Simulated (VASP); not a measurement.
# LiB18N18 (a cell with a defect) in VASP: a series of runs

Runs on LiB18N18 (a cell with a defect). Level: PBE. Tasks: single point, relaxation of the atoms.

Program: VASP 6.6.1. These are calculated values, not measurements. Logs are shortened: lines on timing, memory, paths and dates and some standing lists are left out, and cuts for length are marked.

### Step 1. The cell of the first run

The cell holds a defect, 37 atoms: a = 7.465 Å, b = 7.465 Å, c = 6.495 Å, α = 90.00°, β = 90.00°, γ = 120.00°.

### Step 2. Single point, PBE

INCAR

```
SYSTEM = LiB18N18
  PREC = Accurate
  ENCUT = 650
  EDIFF = 1E-6
  ISMEAR = -1
  SIGMA = 0.01
  LREAL = Auto
  LASPH = .True.
  NELM = 120
  ALGO = Normal
  ISIF = 2
  LWAVE = .False.
  LCHARG = .False.
  GGA = PE
  NBANDS = 98
  NELECT = 146.0
  GGA_COMPAT = .False.
  ISYM = -1
```

KPOINTS

```
explicit points
1
Reciprocal
  0.25000000   0.25000000   0.25000000 1
```

POSCAR

```
LiB18N18
1.0
    7.4650312809      0.0000000000      0.0000000000
   -3.7325156404      6.4649067293      0.0000000000
    0.0000000000      0.0000000000      6.4954828800
B N Li
18 18 1
Direct
    0.1119403775      0.2217070443      0.2402870531
    0.2221090737      0.1114410317      0.7609394343
    0.1119440852      0.5554083839      0.2408537328
    0.2209450943      0.4440188450      0.7523401152
    0.1131300651      0.8891558025      0.2489846841
    0.2221487190      0.7777936198      0.7602982628
    0.4445090140      0.2205290585      0.2488401310
    0.5558325096      0.1114891212      0.7603674369
    0.4422844649      0.5536570990      0.2327153694
    0.5540412266      0.4417740346      0.7684602073
    0.4446170783      0.8890286742      0.2491002873
    0.5542333041      0.7794056469      0.7681658939
    0.7782814145      0.2216930667      0.2408695696
    0.8895773045      0.1126427099      0.7523986965
    0.7798910790      0.5538158339      0.2331205120
    0.8894689157      0.4441393911      0.7520411231
    0.7800292718      0.8914012118      0.2328848262
    0.8917987410      0.7795285617      0.7683141230
    0.1115013049      0.2220186160      0.7524450731
    0.2225697327      0.1111546291      0.2488627116
    0.1115186432      0.5554444630      0.7514374855
    0.2219849510      0.4441417140      0.2363532930
    0.1120821425      0.8890047536      0.7647066764
    0.2225671173      0.7777271796      0.2497469886
    0.4445297443      0.2214858811      0.7647929466
    0.5559282543      0.1110186650      0.2496649819
    0.4456816475      0.5558442997      0.7572533556
    0.5563200336      0.4452501489      0.2439064970
    0.4445637797      0.8890683507      0.7639134982
    0.5564104804      0.7772984492      0.2441529275
    0.7781798538      0.2221538277      0.7515133075
    0.8895224020      0.1116550960      0.2365612069
    0.7776369832      0.5558531187      0.7568960634
    0.8895066166      0.4441020008      0.2372218343
    0.7777620364      0.8879288994      0.7574069501
    0.8884181401      0.7773383251      0.2440843534
    0.6663375847      0.6659592459      0.5006172958
```

Potentials or basis: VASP PAW PBE potentials, release 64 (B, N, Li_sv).

Started as:

```bash
$ cat potpaw_PBE.64/B/POTCAR potpaw_PBE.64/N/POTCAR potpaw_PBE.64/Li_sv/POTCAR > POTCAR
$ mpirun -np 1 vasp_std > vasp.out
```

OUTCAR:

```text
SYSTEM = LiB18N18
   PREC = Accurate
   ENCUT = 650
   EDIFF = 1E-6
   ISMEAR = -1
   LREAL = Auto
   LASPH = .True.
   NELM = 120
   ISIF = 2
   GGA = PE
   NELECT = 146.0
   ISYM = -1

 ion  position               nearest neighbor table
   1  0.112  0.222  0.240-  20 1.43  32 1.44  22 1.44
   2  0.222  0.111  0.761-  19 1.43  25 1.44  23 1.44
   3  0.112  0.555  0.241-  22 1.43  34 1.44  24 1.44
   4  0.221  0.444  0.752-  21 1.43  19 1.44  27 1.45
   5  0.113  0.889  0.249-  24 1.43  20 1.44  36 1.45
   6  0.222  0.778  0.760-  23 1.43  29 1.44  21 1.44
   7  0.445  0.221  0.249-  26 1.43  20 1.43  28 1.45
   8  0.556  0.111  0.760-  25 1.43  29 1.44  31 1.44
   9  0.442  0.554  0.233-  22 1.42  28 1.44  30 1.45  37 2.26
  10  0.554  0.442  0.768-  25 1.42  27 1.44  33 1.45  37 2.26
  11  0.445  0.889  0.249-  26 1.44  24 1.44  30 1.45
  12  0.554  0.779  0.768-  29 1.42  35 1.45  27 1.45  37 2.27
  13  0.778  0.222  0.241-  32 1.43  34 1.44  26 1.44
  14  0.890  0.113  0.752-  31 1.43  19 1.43  35 1.45
  15  0.780  0.554  0.233-  34 1.42  36 1.45  28 1.45  37 2.27
  16  0.889  0.444  0.752-  31 1.44  21 1.44  33 1.45
  17  0.780  0.891  0.233-  32 1.42  36 1.44  30 1.45  37 2.27
  18  0.892  0.780  0.768-  23 1.42  35 1.44  33 1.45  37 2.27
  19  0.112  0.222  0.752-   2 1.43  14 1.43   4 1.44
  20  0.223  0.111  0.249-   1 1.43   7 1.43   5 1.44
  21  0.112  0.555  0.751-   4 1.43  16 1.44   6 1.44
  22  0.222  0.444  0.236-   9 1.42   3 1.43   1 1.44
  23  0.112  0.889  0.765-  18 1.42   6 1.43   2 1.44
  24  0.223  0.778  0.250-   5 1.43  11 1.44   3 1.44
[... 10 lines left out ...]
  35  0.778  0.888  0.757-  18 1.44  12 1.45  14 1.45
  36  0.888  0.777  0.244-  17 1.44  15 1.45   5 1.45
  37  0.666  0.666  0.501-   9 2.26  10 2.26  12 2.27  15 2.27  18 2.27  17 2.27

IMPORTANT INFORMATION: All symmetrisations will be switched off!
NOSYMM: (Re-)initialisation of all symmetry stuff for point group C_1.

----------------------------------------------------------------------------------------

                                     Primitive cell

  volume of cell :     313.4768

  direct lattice vectors                    reciprocal lattice vectors
     7.465031281  0.000000000  0.000000000     0.133957912  0.077340636  0.000000000
    -3.732515640  6.464906729  0.000000000     0.000000000  0.154681273  0.000000000
     0.000000000  0.000000000  6.495482880     0.000000000  0.000000000  0.153953142

  length of vectors
     7.465031281  7.465031281  6.495482880     0.154681273  0.154681273  0.153953142

  position of ions in fractional coordinates (direct lattice)
     0.111940377  0.221707044  0.240287053
     0.222109074  0.111441032  0.760939434
     0.111944085  0.555408384  0.240853733
     0.220945094  0.444018845  0.752340115
     0.113130065  0.889155802  0.248984684
     0.222148719  0.777793620  0.760298263
[... 29 lines left out ...]
     0.888418140  0.777338325  0.244084353
     0.666337585  0.665959246  0.500617296

  ion indices of the primitive-cell ions
   primitive index   ion index
                 1           1
                 2           2
                 3           3
                 4           4
                 5           5
                 6           6
[... 29 lines left out ...]
                36          36
                37          37

----------------------------------------------------------------------------------------

 KPOINTS: explicit points

Read explicit list of k-points.

 Found      1 k-points:

 Following reciprocal coordinates:
            Coordinates               Weight
  0.250000  0.250000  0.250000      1.000000
   k-points           NKPTS =      1   k-points in BZ     NKDIM =      1   number of bands    NBANDS=     98
   number of dos      NEDOS =    301   number of ions     NIONS =     37
   total plane-waves  NPLWV = 221184
   dimension x,y,z NGX =    64 NGY =   64 NGZ =   54
   dimension x,y,z NGXF=   128 NGYF=  128 NGZF=  108
   ions per type =              18  18   1
   NGX,Y,Z   is equivalent  to a cutoff of  14.25, 14.25, 13.82 a.u.
   NGXF,Y,Z  is equivalent  to a cutoff of  28.51, 28.51, 27.64 a.u.
 SYSTEM =  LiB18N18
   PREC   = accura    normal or accurate (medium, high low for compatibility)
   ISTART =      0    job   : 0-new  1-cont  2-samecut
   ICHARG =      2    charge: 1-file 2-atom 10-const
   ISPIN  =      1    spin polarized calculation?
   LNONCOLLINEAR =      F non collinear calculations
   LSORBIT =      F    spin-orbit coupling
   LASPH  =      T    aspherical Exc in radial PAW
   ENCUT  =  650.0 eV  47.77 Ry    6.91 a.u.  15.52 15.52 13.50*2*pi/ulx,y,z
   NELM   =    120;   NELMIN=  2; NELMDL= -5     # of ELM steps
   EDIFF  = 0.1E-05   stopping-criterion for ELM
   LREAL  =      T    real-space projection
   EDIFFG = 0.1E-04   stopping-criterion for IOM
   NSW    =      0    number of steps for IOM
   IBRION =     -1    ionic relax: 0-MD 1-quasi-New 2-CG
   NFREE  =      0    steps in history (QN), initial steepest desc. (CG)
   ISIF   =      2    stress and relaxation
   ISYM   =     -1    0-nonsym 1-usesym 2-fastsym
   POTIM  = 0.5000    time-step for ionic-motion
   TEBEG  =    0.0;   TEEND  =   0.0 temperature during run
   PSTRESS=    0.0 pullay stress
   NELECT =     146.0000    total number of electrons
   NUPDOWN=      -1.0000    fix difference up-down
   EMIN   =  10.00;   EMAX   =-10.00  energy-range for DOS
   EFERMI =   0.00;   METHOD = LEGACY
   ISMEAR =    -1;   SIGMA  =   0.01  broadening in eV -4-tet -1-fermi 0-gaus
   EFERMI_NEDOS =   21; number of points for ismear=-14 and -15
   IALGO  =     38    algorithm
   IMIX   =      4    mixing-type and parameters
     AMIX     =   0.40;   BMIX     =  1.00
     AMIX_MAG =   1.60;   BMIX_MAG =  1.00
  volume/ion in A,a.u.               =       8.47        57.17
  Fermi-wavevector in a.u.,A,eV,Ry     =   1.268987  2.398039 21.909859  1.610329
  Thomas-Fermi vector in A             =   2.402053
   LORBIT       =      0    0 simple, 1 ext, 2 COOP (PROOUT), +10 PAW based schemes
   GGA     = PE    functional components
   LHFCALC =     F    Hartree Fock is set to
   AEXX    =    0.0000 exact exchange contribution
   IVDW    =     0    specifies the selected vdW correction
   LEPSILON=     F    determine dielectric tensor
   LRPA    =     F    only Hartree local field effects (RPA)
 non-spin polarized calculation
  energy-cutoff  :      650.00
  volume of cell :      313.48
 maximum number of plane-waves:     11787
 NGX is ok and might be reduce to    64
   NGX = 31   NGY = 31   NGZ = 27

 number of electron     146.0000002 magnetization

 Free energy of the ion-electron system (eV)
  ---------------------------------------------------
  ext. energy  EPLUGINS =         0.00000000
  ---------------------------------------------------
  free energy    TOTEN  =      -323.66309567 eV

  energy without entropy =     -323.66309567  energy(sigma->0) =     -323.66309567

 E-fermi :   2.8075     XC(G=0): -10.3183

 val. band max:        2.4638197778   @ k =   0.2500   0.2500   0.2500
 cond. band min:       7.1781498491   @ k =   0.2500   0.2500   0.2500
 fundamental gap:      4.7143300713
 Fermi energy:         2.8074598151

 k-point     1 :       0.2500    0.2500    0.2500
  band No.  band energies     occupation
      1     -41.9521      2.00000
      2     -14.8060      2.00000
      3     -14.5755      2.00000
      4     -14.3059      2.00000
      5     -14.1691      2.00000
      6     -14.0843      2.00000
[... 77 lines left out ...]
     84       9.4898      0.00000
     85       9.8022      0.00000
 [bands above 85 left out]

------------------------ aborting loop because EDIFF is reached ----------------------------------------

  FORCE on cell =-STRESS in cart. coord.  units (eV):
  Direction    XX          YY          ZZ          XY          YZ          ZX
  --------------------------------------------------------------------------------------
  -------------------------------------------------------------------------------------
  Total       16.5432403     16.8296414      1.0014246      0.2570957     -0.1180607     -0.0723028
  in kB       84.5523775     86.0161713      5.1182738      1.3140142     -0.6034074     -0.3695392
  external PRESSURE =      58.5622742 kB  Pullay stress =       0.0000000 kB

 VOLUME and BASIS-vectors are now :
 -----------------------------------------------------------------------------
  energy-cutoff  :      650.00
  volume of cell :      313.48
      direct lattice vectors                 reciprocal lattice vectors
     7.465031281  0.000000000  0.000000000     0.133957912  0.077340636  0.000000000
    -3.732515640  6.464906729  0.000000000     0.000000000  0.154681273  0.000000000
     0.000000000  0.000000000  6.495482880     0.000000000  0.000000000  0.153953142

 POSITION                                       TOTAL-FORCE (eV/Angst)
 -----------------------------------------------------------------------------------
      0.00811      1.43332      1.56078         0.000994     -0.000152      0.005389
      1.24210      0.72046      4.94267         0.001237     -0.000068     -0.002917
     -1.23740      3.59066      1.56446         0.010603     -0.007289      0.003488
     -0.00795      2.87054      4.88681        -0.003653     -0.004974     -0.002306
     -2.47427      5.74831      1.61728         0.002467      0.003527      0.000857
     -1.24478      5.02836      4.93850        -0.010034     -0.003687     -0.006968
[... 29 lines left out ...]
      3.73064      5.02542      1.58545        -0.015323      0.002145      0.008073
      2.48853      4.30536      3.25175         0.006560      0.010456      0.000528
 -----------------------------------------------------------------------------------
    total drift:                               -0.003870     -0.004893      0.000366

  FREE ENERGIE OF THE ION-ELECTRON SYSTEM (eV)
  ---------------------------------------------------
  free  energy   TOTEN  =      -323.6630956670 eV

  energy  without entropy=     -323.6630956670  energy(sigma->0) =     -323.66309567
```

Run time: 2.5 min. Hardware: 1 thread of Intel Xeon Platinum 8259CL at 2.50GHz (Skylake/Cascade Lake), shared host; peak memory 0.48 GiB.

What came out:

```yaml
Free_energy: -323.6631 eV
Largest_force: 0.020 eV/Å
```

Forces in eV/Å, atoms in the order of the input:
```
B    0.001  0.000  0.005
B    0.001  0.000 -0.003
B    0.011 -0.007  0.003
B   -0.004 -0.005 -0.002
B    0.002  0.004  0.001
B   -0.010 -0.004 -0.007
B    0.008 -0.002  0.002
B   -0.007  0.002 -0.007
B   -0.013 -0.008 -0.005
B    0.005 -0.016  0.001
B   -0.001  0.001  0.001
B   -0.017  0.007 -0.004
B   -0.001 -0.003  0.005
B   -0.006 -0.003 -0.002
B    0.014 -0.012  0.003
B   -0.002  0.001 -0.002
B    0.003  0.002  0.003
B    0.005 -0.001  0.003
N    0.010  0.010 -0.001
N   -0.003 -0.006  0.000
N   -0.002  0.004 -0.001
N   -0.006  0.008 -0.004
N    0.005  0.000  0.004
N    0.001  0.001  0.002
N    0.000  0.002  0.006
N   -0.006  0.006  0.003
N    0.005 -0.002 -0.009
N   -0.006  0.000  0.004
N    0.015 -0.001  0.013
N    0.000 -0.005  0.005
N   -0.002 -0.004 -0.001
N    0.004  0.007 -0.006
N    0.003  0.006 -0.002
N   -0.008  0.006 -0.009
N    0.007  0.002 -0.007
N   -0.015  0.002  0.008
Li   0.007  0.010  0.001
```

Caveat: the cell carries a net charge on a neutralising background, which shifts energy and pressure; the cell is charged against a uniform background, so pressure and absolute levels hang on convention.

### Step 3. Single point, PBE

INCAR is that of step 2.

KPOINTS is that of step 2.

POSCAR

```
LiB18N18
1.0
    7.4650312809      0.0000000000      0.0000000000
   -3.7325156404      6.4649067293      0.0000000000
    0.0000000000      0.0000000000      6.4954828800
B N Li
18 18 1
Direct
    0.1119403574      0.2217070563      0.2402870980
    0.2221090934      0.1114410136      0.7609393923
    0.1119440695      0.5554084018      0.2408537743
    0.2209451142      0.4440188302      0.7523400962
    0.1131300499      0.8891558211      0.2489847054
    0.2221487383      0.7777936021      0.7602982273
    0.4445089935      0.2205290687      0.2488401420
    0.5558325287      0.1114891034      0.7603673981
    0.4422844432      0.5536571142      0.2327153856
    0.5540412501      0.4417740167      0.7684601760
    0.4446170595      0.8890286915      0.2491003092
    0.5542333251      0.7794056335      0.7681658953
    0.7782813967      0.2216930827      0.2408696134
    0.8895773231      0.1126426948      0.7523986733
    0.7798910616      0.5538158514      0.2331205376
    0.8894689358      0.4441393757      0.7520410692
    0.7800292526      0.8914012279      0.2328848476
    0.8917987582      0.7795285387      0.7683141082
    0.1115013231      0.2220186018      0.7524450588
    0.2225697167      0.1111546426      0.2488627183
    0.1115186646      0.5554444512      0.7514374522
    0.2219849340      0.4441417317      0.2363533396
    0.1120821578      0.8890047337      0.7647066386
    0.2225671035      0.7777272000      0.2497470172
    0.4445297619      0.2214858593      0.7647928921
    0.5559282335      0.1110186805      0.2496650057
    0.4456816676      0.5558442846      0.7572533449
    0.5563200106      0.4452501620      0.2439065058
    0.4445637996      0.8890683355      0.7639134937
    0.5564104574      0.7772984644      0.2441529612
    0.7781798710      0.2221538082      0.7515132668
    0.8895223840      0.1116551100      0.2365612479
    0.7776370051      0.5558530994      0.7568960146
    0.8895065981      0.4441020196      0.2372218664
    0.7777620541      0.8879288809      0.7574069531
    0.8884181247      0.7773383447      0.2440843855
    0.6663375684      0.6659592660      0.5006172934
```

Potentials or basis: VASP PAW PBE potentials, release 64 (B, N, Li_sv).

Started as:

```bash
$ cat potpaw_PBE.64/B/POTCAR potpaw_PBE.64/N/POTCAR potpaw_PBE.64/Li_sv/POTCAR > POTCAR
$ mpirun -np 1 vasp_std > vasp.out
```

Run time: 2.2 min. Hardware: 1 thread of Intel Xeon Platinum 8259CL at 2.50GHz (Skylake/Cascade Lake), shared host; peak memory 0.47 GiB.

Results (log left out):

| Property | Result |
| --- | --- |
| Free energy | -323.6631 eV |
| Largest force | 0.020 eV/Å |

Forces on the atoms (eV/Å):
```
B    0.001  0.000  0.005
B    0.001  0.000 -0.003
B    0.011 -0.007  0.003
B   -0.004 -0.005 -0.002
B    0.002  0.004  0.001
B   -0.010 -0.004 -0.007
B    0.008 -0.002  0.002
B   -0.007  0.002 -0.007
B   -0.013 -0.008 -0.005
B    0.005 -0.016  0.001
B   -0.001  0.001  0.001
B   -0.017  0.007 -0.004
B   -0.001 -0.003  0.005
B   -0.006 -0.003 -0.002
B    0.014 -0.012  0.003
B   -0.002  0.001 -0.002
B    0.003  0.002  0.003
B    0.005 -0.001  0.003
N    0.010  0.010 -0.001
N   -0.003 -0.006  0.000
N   -0.002  0.004 -0.001
N   -0.006  0.008 -0.004
N    0.005  0.000  0.004
N    0.001  0.001  0.002
N    0.000  0.002  0.006
N   -0.006  0.006  0.003
N    0.005 -0.002 -0.009
N   -0.006  0.000  0.004
N    0.015 -0.001  0.013
N    0.000 -0.005  0.005
N   -0.002 -0.004 -0.001
N    0.004  0.007 -0.006
N    0.003  0.006 -0.002
N   -0.008  0.006 -0.009
N    0.007  0.002 -0.007
N   -0.015  0.002  0.008
Li   0.007  0.010  0.001
```

Levels at points of the mesh, in eV from the Fermi level:
| k point | band 71 | band 72 | band 73 | band 74 | band 75 | band 76 |
| --- | --- | --- | --- | --- | --- | --- |
| (0.25, 0.25, 0.25) | -0.65 | -0.60 | -0.34 | 4.37 | 4.41 | 4.61 |

Caveat: the cell carries a net charge on a neutralising background, which shifts energy and pressure; the cell is charged against a uniform background, so pressure and absolute levels hang on convention.

[end of part 1 of 3]
